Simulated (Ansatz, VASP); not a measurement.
## One calculation of PtSe2, two programs

POSCAR

```
PtSe2
1.0
    3.7240000000      0.0000000000      0.0000000000
   -1.8620000000      3.2250786037      0.0000000000
    0.0000000000      0.0000000000      5.0620000000
Pt Se
1 2
Direct
    0.0000000000      0.0000000000      0.0000000000
    0.6666666667      0.3333333333      0.7500000000
    0.3333333333      0.6666666667      0.2500000000
```

INCAR.step1

```
SYSTEM = PtSe2
PREC = Accurate ; ENCUT = 520
EDIFF = 1E-5 ; ISMEAR = -1
SIGMA = 0.05 ; LREAL = .False.
LASPH = .True. ; NELM = 100
ALGO = Normal ; ISIF = 2
LWAVE = .True. ; LCHARG = .False.
GGA = PE ; NBANDS = 18
```

INCAR.step2

```
SYSTEM = PtSe2
PREC = Accurate ; ENCUT = 520
EDIFF = 1E-6 ; ISMEAR = -1
SIGMA = 0.05 ; LREAL = .False.
LASPH = .True. ; NELM = 100
ALGO = Normal ; ISIF = 2
LWAVE = .False. ; LCHARG = .False.
GGA = PE ; LHFCALC = .True.
AEXX = 0.5 ; HFSCREEN = 0.2
PRECFOCK = Normal ; ISTART = 1
NBANDS = 18
```

KPOINTS

```
Automatic mesh
0
Gamma
  4 4 3
  0 0 0
```

Contents of input.yaml:

```yaml
crystal:
  lattice:
    - [3.724, 0.0, 0.0]
    - [-1.862, 3.2250786037, 0.0]
    - [0.0, 0.0, 5.062]
  atoms:
    - { symbol: Pt, position: [0.0, 0.0, 0.0] }
    - { symbol: Se, position: [0.6666666667, 0.3333333333, 0.75] }
    - { symbol: Se, position: [0.3333333333, 0.6666666667, 0.25] }
hamiltonian:
  xc: { exchange: pbe, correlation: pbe, exx: { coeff: 0.5, omega: 0.2 } }
  pseudopotentials: { kind: paw }
kpoints:
  mp_grid: { grid: [4, 4, 3] }
scf:
  occupations: { method: fermi_dirac, width: 0.05 }
output:
  forces: true
  stress: true
  eigenvalues: true
  write_density: true
  write_potential: true
  elf: true
  volumetric_format: npy
```

Alike in both runs: task single point; functional PBE-based screened hybrid; k mesh 4 × 4 × 3; occupations fermi-dirac, width 0.05 eV; no spin polarisation.

```csv
,VASP,Ansatz
version,VASP 6.6.1,Ansatz 0.2.0
potentials or method,"VASP PAW PBE potentials, release 64 (Pt, Se)",Ansatz PAW
plane-wave cutoff (eV),520,420
valence electrons in the cell,22,50
```

```csv
,VASP,Ansatz,Ansatz less VASP
gap on the k mesh at the Fermi level (eV),0.33,0.34,+0.012
least direct gap on the mesh (eV),1.58,1.59,+0.009
pressure (GPa),-2.3,-1.8,+0.50
"traceless stress, the component that is largest in VASP (GPa)",1.73,1.53,-0.197
rms of the force components (eV/Å),0.206,0.192,-0.0143
```

VASP's potentials were made for PBE, not for PBE-based screened hybrid. Atom by atom the forces differ by 0.014 eV/Å (rms over components). VASP's potentials hold 22 valence electrons a cell and Ansatz's 50, so a difference there can come from the potentials and not from the codes.

The k mesh is coarse, so the values compare programs but aren't converged. Neither program's run includes spin-orbit coupling. Noted on Ansatz's run: odd divisions of the mesh miss points on the zone boundary, where band edges often lie, so the gap on the mesh can be too wide.
